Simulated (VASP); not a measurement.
# SnSe in VASP: notebook

SnSe is run at these levels: LDA; tasks: single point.

Everything below comes from runs of VASP 6.6.1. Logs are shortened: lines on timing, memory, paths and dates and some standing lists are left out, and cuts for length are marked.

**1. The cell of the first run**

The cell holds a slab with vacuum, 4 atoms: a = 4.285 Å, b = 4.285 Å, c = 10.991 Å, α = 90.00°, β = 90.00°, γ = 90.00°.

**2. Single point, LDA**

INCAR reads:

```
SYSTEM = SnSe
  ALGO = Normal
  EDIFF = 1E-6
  ENCUT = 520
  ISIF = 2
  ISMEAR = 0
  LASPH = .TRUE.
  LCHARG = .FALSE.
  LREAL = .FALSE.
  LWAVE = .FALSE.
  NBANDS = 28
  NELM = 100
  PREC = Accurate
  SIGMA = 0.02
```

KPOINTS reads:

```
k-points
0
G
  8 8 4
  0 0 0
```

POSCAR reads:

```
SnSe
1.0
    4.2853274191      0.0000000000      0.0000000000
    0.0000000000      4.2853274191      0.0000000000
    0.0000000000      0.0000000000     10.9906921300
Sn Se
2 2
Direct
    0.0000000000      0.5000000000      0.6368694981
    0.5000000000      0.0000000000      0.3722291100
    0.0000000000      0.5000000000      0.3839605100
    0.5000000000      0.0000000000      0.6160394900
```

Potentials or basis: VASP PAW LDA potentials, release 64 (Sn_d, Se).

Run with:

```console
cat potpaw_LDA.64/Sn_d/POTCAR potpaw_LDA.64/Se/POTCAR > POTCAR
mpirun -np 1 vasp_std > vasp.out
```

OUTCAR:

```text
SYSTEM = SnSe
   EDIFF = 1E-6
   ENCUT = 520
   ISIF = 2
   ISMEAR = 0
   LASPH = .TRUE.
   LREAL = .FALSE.
   NELM = 100
   PREC = Accurate

 ion  position               nearest neighbor table
   1  0.000  0.500  0.637-   3 2.78   4 3.04   4 3.04   4 3.04   4 3.04
   2  0.500  0.000  0.372-   4 2.68   3 3.03   3 3.03   3 3.03   3 3.03
   3  0.000  0.500  0.384-   1 2.78   2 3.03   2 3.03   2 3.03   2 3.03
   4  0.500  0.000  0.616-   2 2.68   1 3.04   1 3.04   1 3.04   1 3.04

  LATTYP: Found a simple tetragonal cell.
 ALAT       =     4.2853274191
 C/A-ratio  =     2.5647263453

  Lattice vectors:

 A1 = (   4.2853274191,   0.0000000000,   0.0000000000)
 A2 = (   0.0000000000,   4.2853274191,   0.0000000000)
 A3 = (   0.0000000000,   0.0000000000,  10.9906921300)

Analysis of symmetry for initial positions (statically):
=====================================================================
 Subroutine PRICEL returns:
 Original cell was already a primitive cell.

 Routine SETGRP: Setting up the symmetry group for a
 simple tetragonal supercell.

 Subroutine GETGRP returns: Found  8 space group operations
 (whereof  4 operations were pure point group operations)
 out of a pool of 16 trial point group operations.

The static configuration has the point symmetry C_2v.
 The point group associated with its full space group is C_4v.

Analysis of symmetry for dynamics (positions and initial velocities):
=====================================================================
 Subroutine PRICEL returns:
 Original cell was already a primitive cell.

 Routine SETGRP: Setting up the symmetry group for a
 simple tetragonal supercell.

 Subroutine GETGRP returns: Found  8 space group operations
 (whereof  4 operations were pure point group operations)
 out of a pool of 16 trial point group operations.

The dynamic configuration has the point symmetry C_2v.
 The point group associated with its full space group is C_4v.

 Subroutine INISYM returns: Found  8 space group operations
 (whereof  4 operations are pure point group operations),
 and found     1 'primitive' translations

----------------------------------------------------------------------------------------

                                     Primitive cell

  volume of cell :     201.8334

  direct lattice vectors                    reciprocal lattice vectors
     4.285327419  0.000000000  0.000000000     0.233354398  0.000000000  0.000000000
     0.000000000  4.285327419  0.000000000     0.000000000  0.233354398  0.000000000
     0.000000000  0.000000000 10.990692130     0.000000000  0.000000000  0.090986081

  length of vectors
     4.285327419  4.285327419 10.990692130     0.233354398  0.233354398  0.090986081

  position of ions in fractional coordinates (direct lattice)
     0.000000000  0.500000000  0.636869498
     0.500000000  0.000000000  0.372229110
     0.000000000  0.500000000  0.383960510
     0.500000000  0.000000000  0.616039490

  ion indices of the primitive-cell ions
   primitive index   ion index
                 1           1
                 2           2
                 3           3
                 4           4

----------------------------------------------------------------------------------------

 KPOINTS: k-points

Automatic generation of k-mesh.
 Grid dimensions read from file:
 generate k-points for:    8    8    4

 Generating k-lattice:

  Cartesian coordinates                     Fractional coordinates (reciprocal lattice)
     0.029169300  0.000000000  0.000000000     0.125000000  0.000000000  0.000000000
     0.000000000  0.029169300  0.000000000     0.000000000  0.125000000  0.000000000
     0.000000000  0.000000000  0.022746520     0.000000000  0.000000000  0.250000000

  Length of vectors
     0.029169300  0.029169300  0.022746520

  Shift w.r.t. Gamma in fractional coordinates (k-lattice)
     0.000000000  0.000000000  0.000000000

 Subroutine IBZKPT returns following result:
 ===========================================

 Found     45 irreducible k-points:

 Following reciprocal coordinates:
            Coordinates               Weight
  0.000000  0.000000  0.000000      1.000000
  0.125000  0.000000  0.000000      4.000000
  0.250000  0.000000  0.000000      4.000000
  0.375000  0.000000  0.000000      4.000000
  0.500000  0.000000  0.000000      2.000000
  0.125000  0.125000  0.000000      4.000000
[... 16 lines left out ...]
  0.375000  0.125000  0.250000     16.000000
  0.500000  0.125000  0.250000      8.000000
 [... further k-points ...]
   k-points           NKPTS =     45   k-points in BZ     NKDIM =     45   number of bands    NBANDS=     28
   number of dos      NEDOS =    301   number of ions     NIONS =      4
   total plane-waves  NPLWV =  86016
   dimension x,y,z NGX =    32 NGY =   32 NGZ =   84
   dimension x,y,z NGXF=    64 NGYF=   64 NGZF=  168
   ions per type =               2   2
   NGX,Y,Z   is equivalent  to a cutoff of  12.41, 12.41, 12.71 a.u.
   NGXF,Y,Z  is equivalent  to a cutoff of  24.83, 24.83, 25.41 a.u.
 SYSTEM =  SnSe
   PREC   = accura    normal or accurate (medium, high low for compatibility)
   ISTART =      0    job   : 0-new  1-cont  2-samecut
   ICHARG =      2    charge: 1-file 2-atom 10-const
   ISPIN  =      1    spin polarized calculation?
   LNONCOLLINEAR =      F non collinear calculations
   LSORBIT =      F    spin-orbit coupling
   LASPH  =      T    aspherical Exc in radial PAW
   ENCUT  =  520.0 eV  38.22 Ry    6.18 a.u.   7.97  7.97 20.44*2*pi/ulx,y,z
   NELM   =    100;   NELMIN=  2; NELMDL= -5     # of ELM steps
   EDIFF  = 0.1E-05   stopping-criterion for ELM
   LREAL  =      F    real-space projection
   EDIFFG = 0.1E-04   stopping-criterion for IOM
   NSW    =      0    number of steps for IOM
   IBRION =     -1    ionic relax: 0-MD 1-quasi-New 2-CG
   NFREE  =      0    steps in history (QN), initial steepest desc. (CG)
   ISIF   =      2    stress and relaxation
   ISYM   =      2    0-nonsym 1-usesym 2-fastsym
   POTIM  = 0.5000    time-step for ionic-motion
   TEBEG  =    0.0;   TEEND  =   0.0 temperature during run
   PSTRESS=    0.0 pullay stress
   NELECT =      40.0000    total number of electrons
   NUPDOWN=      -1.0000    fix difference up-down
   EMIN   =  10.00;   EMAX   =-10.00  energy-range for DOS
   EFERMI =   0.00;   METHOD = LEGACY
   ISMEAR =     0;   SIGMA  =   0.02  broadening in eV -4-tet -1-fermi 0-gaus
   EFERMI_NEDOS =   21; number of points for ismear=-14 and -15
   IALGO  =     38    algorithm
   IMIX   =      4    mixing-type and parameters
     AMIX     =   0.40;   BMIX     =  1.00
     AMIX_MAG =   1.60;   BMIX_MAG =  1.00
  volume/ion in A,a.u.               =      50.46       340.51
  Fermi-wavevector in a.u.,A,eV,Ry     =   0.954473  1.803693 12.395171  0.911019
  Thomas-Fermi vector in A             =   2.083223
   LORBIT       =      0    0 simple, 1 ext, 2 COOP (PROOUT), +10 PAW based schemes
   GGA     = CA    functional components
   LHFCALC =     F    Hartree Fock is set to
   AEXX    =    0.0000 exact exchange contribution
   IVDW    =     0    specifies the selected vdW correction
   LEPSILON=     F    determine dielectric tensor
   LRPA    =     F    only Hartree local field effects (RPA)
 non-spin polarized calculation
 Gauss-broadening in eV      SIGMA  =   0.02
  energy-cutoff  :      520.00
  volume of cell :      201.83
 maximum number of plane-waves:      5480
 NGX is ok and might be reduce to    32
   NGX = 15   NGY = 15   NGZ = 41

 number of electron      40.0000018 magnetization

 Free energy of the ion-electron system (eV)
  ---------------------------------------------------
  ext. energy  EPLUGINS =         0.00000000
  ---------------------------------------------------
  free energy    TOTEN  =       -18.37201606 eV

  energy without entropy =      -18.37201606  energy(sigma->0) =      -18.37201606

 E-fermi :   0.7486     XC(G=0):  -6.2678

 val. band max:        0.6114383647   @ k =   0.3750   0.0000   0.5000
 cond. band min:       1.5892969611   @ k =   0.3750   0.0000   0.5000
 fundamental gap:      0.9778585964
 Fermi energy:         0.7486277539

 k-point     1 :       0.0000    0.0000    0.0000
  band No.  band energies     occupation
      1     -20.6456      2.00000
      2     -20.6387      2.00000
      3     -20.6205      2.00000
      4     -20.6030      2.00000
      5     -20.6030      2.00000
      6     -20.4684      2.00000
[... 20 lines left out ...]
     27       6.1012      0.00000
     28       6.1240      0.00000

 k-point     2 :       0.1250    0.0000    0.0000
  band No.  band energies     occupation
      1     -20.6442      2.00000
      2     -20.6397      2.00000
      3     -20.6194      2.00000
      4     -20.6035      2.00000
      5     -20.6029      2.00000
      6     -20.4671      2.00000
[... 20 lines left out ...]
     27       5.7458      0.00000
     28       5.7912      0.00000

 k-point     3 :       0.2500    0.0000    0.0000
  band No.  band energies     occupation
      1     -20.6422      2.00000
      2     -20.6413      2.00000
      3     -20.6165      2.00000
      4     -20.6048      2.00000
      5     -20.6028      2.00000
      6     -20.4654      2.00000
[... 20 lines left out ...]
     27       5.4847      0.00000
     28       6.2886      0.00000

 k-point     4 :       0.3750    0.0000    0.0000
  band No.  band energies     occupation
      1     -20.6447      2.00000
      2     -20.6387      2.00000
      3     -20.6131      2.00000
      4     -20.6061      2.00000
      5     -20.6027      2.00000
      6     -20.4679      2.00000
[... 20 lines left out ...]
     27       5.5341      0.00000
     28       6.8217      0.00000

 k-point     5 :       0.5000    0.0000    0.0000
  band No.  band energies     occupation
      1     -20.6457      2.00000
      2     -20.6377      2.00000
      3     -20.6116      2.00000
      4     -20.6067      2.00000
      5     -20.6026      2.00000
      6     -20.4689      2.00000
[... 20 lines left out ...]
     27       6.1387      0.00000
     28       6.2333      0.00000

 k-point     6 :       0.1250    0.1250    0.0000
  band No.  band energies     occupation
      1     -20.6428      2.00000
      2     -20.6409      2.00000
      3     -20.6184      2.00000
      4     -20.6035      2.00000
      5     -20.6034      2.00000
      6     -20.4657      2.00000
[... 463 lines left out ...]
      5     -20.6034      2.00000
      6     -20.4656      2.00000
[... 20 lines left out ...]
     27       5.6212      0.00000
     28       6.4920      0.00000

 k-point    22 :       0.2500    0.1250    0.2500
  band No.  band energies     occupation
      1     -20.6438      2.00000
      2     -20.6397      2.00000
      3     -20.6158      2.00000
      4     -20.6047      2.00000
      5     -20.6033      2.00000
      6     -20.4669      2.00000
[... 20 lines left out ...]
     27       5.5872      0.00000
     28       6.5975      0.00000

 k-point    23 :       0.3750    0.1250    0.2500
  band No.  band energies     occupation
      1     -20.6466      2.00000
      2     -20.6369      2.00000
      3     -20.6128      2.00000
      4     -20.6060      2.00000
      5     -20.6032      2.00000
      6     -20.4697      2.00000
[... 20 lines left out ...]
     27       5.8838      0.00000
     28       6.6254      0.00000

 k-point    24 :       0.5000    0.1250    0.2500
  band No.  band energies     occupation
      1     -20.6477      2.00000
      2     -20.6359      2.00000
      3     -20.6114      2.00000
      4     -20.6066      2.00000
      5     -20.6032      2.00000
      6     -20.4708      2.00000
[... 20 lines left out ...]
     27       6.3586      0.00000
     28       6.4689      0.00000

 [... further k-points ...]

------------------------ aborting loop because EDIFF is reached ----------------------------------------

  FORCE on cell =-STRESS in cart. coord.  units (eV):
  Direction    XX          YY          ZZ          XY          YZ          ZX
  --------------------------------------------------------------------------------------
  -------------------------------------------------------------------------------------
  Total       -2.4316596     -2.4316596     -1.9548592      0.0000000      0.0000000      0.0000000
  in kB      -19.3027997    -19.3027997    -15.5179015      0.0000000      0.0000000      0.0000000
  external PRESSURE =     -18.0411670 kB  Pullay stress =       0.0000000 kB

 VOLUME and BASIS-vectors are now :
 -----------------------------------------------------------------------------
  energy-cutoff  :      520.00
  volume of cell :      201.83
      direct lattice vectors                 reciprocal lattice vectors
     4.285327419  0.000000000  0.000000000     0.233354398  0.000000000  0.000000000
     0.000000000  4.285327419  0.000000000     0.000000000  0.233354398  0.000000000
     0.000000000  0.000000000 10.990692130     0.000000000  0.000000000  0.090986081

 POSITION                                       TOTAL-FORCE (eV/Angst)
 -----------------------------------------------------------------------------------
      0.00000      2.14266      6.99964         0.000000      0.000000     -0.752319
      2.14266      0.00000      4.09106         0.000000      0.000000      0.182396
      0.00000      2.14266      4.21999         0.000000      0.000000      0.496394
      2.14266      0.00000      6.77070         0.000000      0.000000      0.073529
 -----------------------------------------------------------------------------------
    total drift:                                0.000000      0.000000      0.000021

  FREE ENERGIE OF THE ION-ELECTRON SYSTEM (eV)
  ---------------------------------------------------
  free  energy   TOTEN  =       -18.3720160602 eV

  energy  without entropy=      -18.3720160602  energy(sigma->0) =      -18.37201606
```

Run time: 2 min. Hardware: 1 thread of AMD EPYC 9R45 (Zen 5), shared host; peak memory 0.34 GiB.

Results:

* Free energy: -18.3720 eV
* Largest force: 0.752 eV/Å
* Band gap on the k mesh: 0.98 eV

Forces in eV/Å, atoms in the order of the input:
```
Sn   0.000  0.000 -0.752
Sn   0.000  0.000  0.182
Se   0.000  0.000  0.496
Se   0.000  0.000  0.074
```

Levels at points of the mesh, in eV from the valence-band top:
| k point | band 18 | band 19 | band 20 | band 21 | band 22 | band 23 |
| --- | --- | --- | --- | --- | --- | --- |
| (0.00, 0.00, 0.00) | -1.78 | -1.78 | -0.34 | 1.29 | 3.53 | 3.71 |
| (0.50, 0.00, 0.00) | -1.46 | -0.52 | -0.24 | 1.26 | 1.37 | 1.83 |
| (0.50, 0.50, 0.00) | -3.32 | -1.79 | -1.74 | 3.16 | 3.52 | 4.34 |
| (0.00, 0.00, 0.50) | -1.78 | -1.78 | -0.34 | 1.16 | 3.71 | 4.21 |
| (0.50, 0.00, 0.50) | -1.46 | -0.52 | -0.25 | 1.26 | 1.38 | 1.83 |
| (0.50, 0.50, 0.50) | -3.32 | -1.79 | -1.74 | 3.13 | 3.49 | 4.38 |

Caveat: there is no dipole correction, which matters where the two faces differ; spin-orbit coupling is left out, which moves the levels of the heavy elements.

**3. Single point, LDA**

This run uses another cell than the first one.

INCAR reads:

```
PREC = Accurate ; ENCUT = 520
EDIFF = 1E-7 ; ISMEAR = 0
SIGMA = 0.02 ; LREAL = False
LASPH = True ; NELM = 80
ALGO = Normal ; ISIF = 2
LWAVE = False ; LCHARG = True
LELF = True ; LVHAR = True
NBANDS = 28
```

KPOINTS reads:

```
regular mesh
0
Gamma
  8 8 4
```

POSCAR reads:

```
SnSe
1.0
    4.3277591630      0.0000000000      0.0000000000
    0.0000000000      4.3277591630      0.0000000000
    0.0000000000      0.0000000000     11.0995179414
Sn Se
2 2
Direct
    0.0000000000      0.5000000000      0.6277708900
    0.5000000000      0.0000000000      0.3722291100
    0.0000000000      0.5000000000      0.3839605100
    0.5000000000      0.0000000000      0.6160394900
```

Potentials or basis: VASP PAW LDA potentials, release 64 (Sn_d, Se).

Run with:

```console
cat potpaw_LDA.64/Sn_d/POTCAR potpaw_LDA.64/Se/POTCAR > POTCAR
mpirun -np 1 vasp_std > vasp.out
```

OUTCAR:

```text
PREC = Accurate
   ENCUT = 520
   EDIFF = 1E-7
   ISMEAR = 0
   LREAL = False
   LASPH = True
   NELM = 80
   ISIF = 2

 ion  position               nearest neighbor table
   1  0.000  0.500  0.628-   3 2.71   4 3.06   4 3.06   4 3.06   4 3.06
   2  0.500  0.000  0.372-   4 2.71   3 3.06   3 3.06   3 3.06   3 3.06
   3  0.000  0.500  0.384-   1 2.71   2 3.06   2 3.06   2 3.06   2 3.06
   4  0.500  0.000  0.616-   2 2.71   1 3.06   1 3.06   1 3.06   1 3.06

  LATTYP: Found a simple tetragonal cell.
 ALAT       =     4.3277591630
 C/A-ratio  =     2.5647263453

  Lattice vectors:

 A1 = (   4.3277591630,   0.0000000000,   0.0000000000)
 A2 = (   0.0000000000,   4.3277591630,   0.0000000000)
 A3 = (   0.0000000000,   0.0000000000,  11.0995179414)

Analysis of symmetry for initial positions (statically):
=====================================================================
 Subroutine PRICEL returns:
 Original cell was already a primitive cell.

 Routine SETGRP: Setting up the symmetry group for a
 simple tetragonal supercell.

[... 171 lines left out ...]

 E-fermi :   0.5419     XC(G=0):  -6.1397

 val. band max:        0.3743743455   @ k =   0.3750   0.0000   0.5000
 cond. band min:       1.3733470848   @ k =   0.3750   0.0000   0.5000
 fundamental gap:      0.9989727393
 Fermi energy:         0.5418695367

 k-point     1 :       0.0000    0.0000    0.0000
  band No.  band energies     occupation
      1     -20.7502      2.00000
      2     -20.7453      2.00000
      3     -20.7445      2.00000
      4     -20.7382      2.00000
      5     -20.7350      2.00000
      6     -20.7107      2.00000
[... 733 lines left out ...]
     27       6.2575      0.00000
     28       6.2575      0.00000

 [... further k-points ...]

------------------------ aborting loop because EDIFF is reached ----------------------------------------

  FORCE on cell =-STRESS in cart. coord.  units (eV):
  Direction    XX          YY          ZZ          XY          YZ          ZX
  --------------------------------------------------------------------------------------
  -------------------------------------------------------------------------------------
  Total       -3.0710612     -3.0710612     -1.6443068      0.0000000      0.0000000      0.0000000
  in kB      -23.6683929    -23.6683929    -12.6725251      0.0000000      0.0000000      0.0000000
  external PRESSURE =     -20.0031037 kB  Pullay stress =       0.0000000 kB

 VOLUME and BASIS-vectors are now :
 -----------------------------------------------------------------------------
  energy-cutoff  :      520.00
  volume of cell :      207.89
      direct lattice vectors                 reciprocal lattice vectors
     4.327759163  0.000000000  0.000000000     0.231066462  0.000000000  0.000000000
     0.000000000  4.327759163  0.000000000     0.000000000  0.231066462  0.000000000
     0.000000000  0.000000000 11.099517941     0.000000000  0.000000000  0.090094003

 POSITION                                       TOTAL-FORCE (eV/Angst)
 -----------------------------------------------------------------------------------
      0.00000      2.16388      6.96795         0.000000      0.000000     -0.402980
      2.16388      0.00000      4.13156        -0.000000     -0.000000      0.402980
      0.00000      2.16388      4.26178         0.000000     -0.000000      0.184208
      2.16388      0.00000      6.83774         0.000000      0.000000     -0.184208
 -----------------------------------------------------------------------------------
    total drift:                                0.000000      0.000000      0.000000

  FREE ENERGIE OF THE ION-ELECTRON SYSTEM (eV)
  ---------------------------------------------------
  free  energy   TOTEN  =       -18.3595659501 eV

  energy  without entropy=      -18.3595659501  energy(sigma->0) =      -18.35956595
```

Run time: 2.2 min. Hardware: 1 thread of AMD EPYC 9R45 (Zen 5), shared host; peak memory 0.35 GiB.

What came out:

- Free energy: -18.3596 eV
- Largest force: 0.403 eV/Å
- Band gap on the k mesh: 1.00 eV

Forces on the atoms (eV/Å):
```
Sn   0.000  0.000 -0.403
Sn   0.000  0.000  0.403
Se   0.000  0.000  0.184
Se   0.000  0.000 -0.184
```

Caveat: there is no dipole correction, which matters where the two faces differ; spin-orbit coupling is left out, which moves the levels of the heavy elements.
